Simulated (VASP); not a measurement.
Input of a VASP 6.6.1 run:

The input INCAR:

```
PREC     = Accurate       # precision mode
ENCUT    = 520            # plane-wave cutoff, eV
EDIFF    = 1E-6           # SCF threshold, eV
ISMEAR   = 0              # smearing method
SIGMA    = 0.1            # smearing width, eV
LREAL    = F              # projectors in reciprocal space
LASPH    = T              # aspherical terms in the spheres
NELM     = 80             # most SCF steps
ALGO     = Normal         # electronic algorithm
ISIF     = 2              # what is computed and relaxed
LWAVE    = F              # write WAVECAR
LCHARG   = T              # write CHGCAR
GGA      = PE             # functional
LELF     = T              # ELF
LVHAR    = T            
NBANDS   = 16             # bands
```

KPOINTS

```
regular mesh
0
Gamma
  7 7 5
```

File POSCAR:

```
CdS
1.0
    4.2611695877      0.0000000000      0.0000000000
   -2.1305847939      3.6902811128      0.0000000000
    0.0000000000      0.0000000000      5.8041729400
Cd S
1 1
Direct
    0.0000000000      0.0000000000      0.4426919200
    0.6666666667      0.3333333333      0.4343080800
```

Potentials or basis: VASP PAW PBE potentials, release 64 (Cd, S).

Run with:

```sh
$ cat potpaw_PBE.64/Cd/POTCAR potpaw_PBE.64/S/POTCAR > POTCAR
$ mpirun -np 1 vasp_std > vasp.out
```

Q: Predict the pressure.

A: -0.1 GPa.

Q: What does it give for the band gap on the k mesh?

A: 1.47 eV, indirect (the least direct gap lies 3.8 meV higher).

Stress tensor (GPa, compression positive):
```
-0.09  0.00  0.00
 0.00 -0.09  0.00
 0.00  0.00 -0.01
```

A k mesh can miss the band edges.
